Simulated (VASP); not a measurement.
A run of VASP 6.6.1 is set up as follows.

INCAR

```
PREC     = Accurate       # precision mode
ENCUT    = 500            # plane-wave cutoff, eV
EDIFF    = 1E-6           # SCF threshold, eV
ISMEAR   = 0              # smearing method
SIGMA    = 0.01           # smearing width, eV
LREAL    = False          # projectors in reciprocal space
LASPH    = True           # aspherical terms in the spheres
NELM     = 120            # most SCF steps
ALGO     = Normal         # electronic algorithm
ISIF     = 2              # what is computed and relaxed
LWAVE    = False          # write WAVECAR
LCHARG   = True           # write CHGCAR
GGA      = CA             # functional
LELF     = True           # ELF
LVHAR    = True         
NBANDS   = 17             # bands
GGA_COMPAT= False
```

KPOINTS

```
Automatic mesh
0
Gamma
  6 6 6
```

Contents of POSCAR:

```
PbS
1.0
    0.0000000000      2.9256673838      2.9256673838
    2.9256673838      0.0000000000      2.9256673838
    2.9256673838      2.9256673838      0.0000000000
Pb S
1 1
Direct
    0.0000000000      0.0000000000      0.0000000000
    0.5000000000      0.5000000000      0.5000000000
```

Potentials or basis: VASP PAW LDA potentials, release 64 (Pb_d, S).

Run with:

```sh
$ cat potpaw_LDA.64/Pb_d/POTCAR potpaw_LDA.64/S/POTCAR > POTCAR
$ mpirun -np 1 vasp_std > vasp.out
```

Question: Estimate the pressure.

Answer: -0.2 GPa.

Question: Predict the band gap on the k mesh.

Answer: 0.05 eV, direct.

Caveat: spin-orbit coupling is left out, which moves the levels of the heavy elements. A k mesh can miss the band edges.
